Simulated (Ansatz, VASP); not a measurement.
## MnSb in VASP and in Ansatz

```
Sb Mn
1.0
     4.15000    0.00000    0.00000
    -2.07500    3.59401    0.00000
     0.00000    0.00000    5.78000
Sb Mn
2 2
Direct
  0.66667 0.33333 0.75000
  0.33333 0.66667 0.25000
  0.00000 0.00000 0.50000
  0.00000 0.00000 0.00000
```

Alike in both runs: task relaxation of cell and atoms; functional PBEsol; k mesh 7 × 7 × 5; occupations fermi-dirac, width 0.05 eV; collinear spin; Hubbard terms Mn d U = 4.5 eV.

|  | VASP | Ansatz |
| --- | --- | --- |
| version | VASP 6.6.1 | Ansatz 0.2.0 |
| potentials or method | VASP PAW PBE potentials, release 64 (Sb, Mn_pv) | Ansatz PAW |
| plane-wave cutoff (eV) | 600 | 420 |
| valence electrons in the cell | 36 | 60 |

VASP gave:

| Item | Value |
| --- | --- |
| gap on the k mesh at the Fermi level, each at its own relaxed structure (eV) | none |
| net moment per atom (μB) | 2.05 |
| size of the moment on the site where the two differ most (μB) | 0.22 |
| relaxed volume (Å³/atom) | 23.14 |
| relaxed length of the cell vector where the two differ most in proportion (Å) | 4.194 |

Problem. What did Ansatz give for the same quantities?

Solution. gap on the k mesh at the Fermi level, each at its own relaxed structure (eV): none; net moment per atom (μB): 2.05; size of the moment on the site where the two differ most (μB): 0.24; relaxed volume (Å³/atom): 23.29; relaxed length of the cell vector where the two differ most in proportion (Å): 4.210.

VASP's potentials were made for PBE, not for PBEsol. Site moments also hang on the region over which each program counts them. The programs project onto different local orbitals, so the same U acts differently, and such runs can settle in different states. A gap of «none» marks a metal or a gap that the smearing closes. VASP's potentials hold 36 valence electrons a cell and Ansatz's 60, so a difference there can come from the potentials and not from the codes.

Spin-orbit coupling is off throughout. Noted on Ansatz's run: the magnetic or orbital state may not be the lowest; the plane-wave basis is chosen anew once the cell has moved, so the energies of steps on either side of that aren't comparable.
